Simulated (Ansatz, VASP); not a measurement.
ScCd in VASP and in Ansatz

```
Sc Cd
1.0
     2.79879    0.00000    0.00000
     0.00000    2.79879    0.00000
     0.00000    0.00000    2.79879
Sc Cd
1 1
Direct
  0.50000 0.50000 0.50000
  0.00000 0.00000 0.00000
```

Change from the starting cell: volume scaled by 0.5, LAPW.

Alike in both runs: task single point; functional LDA; k mesh 10 × 10 × 10; occupations fermi-dirac, width 0.05 eV; no spin polarisation.

```csv
,VASP,Ansatz
version,VASP 6.6.1,Ansatz 0.2.0
potentials or method,"VASP PAW LDA potentials, release 64 (Sc_sv, Cd), cutoff 520 eV","all-electron LAPW, scalar-relativistic"
```

|  | VASP | Ansatz | Ansatz less VASP |
| --- | --- | --- | --- |
| pressure (GPa) | 194.7 | 187.6 | -7.05 |

LDA's correlation is that of Perdew and Zunger in VASP and of Perdew and Wang (1992) in Ansatz. Both programs put the cell under a high pressure, so it lies far from rest at this level. Ansatz ran all-electron here, and VASP with PAW potentials.

Noted on VASP's run: the cell as given lies far from equilibrium.
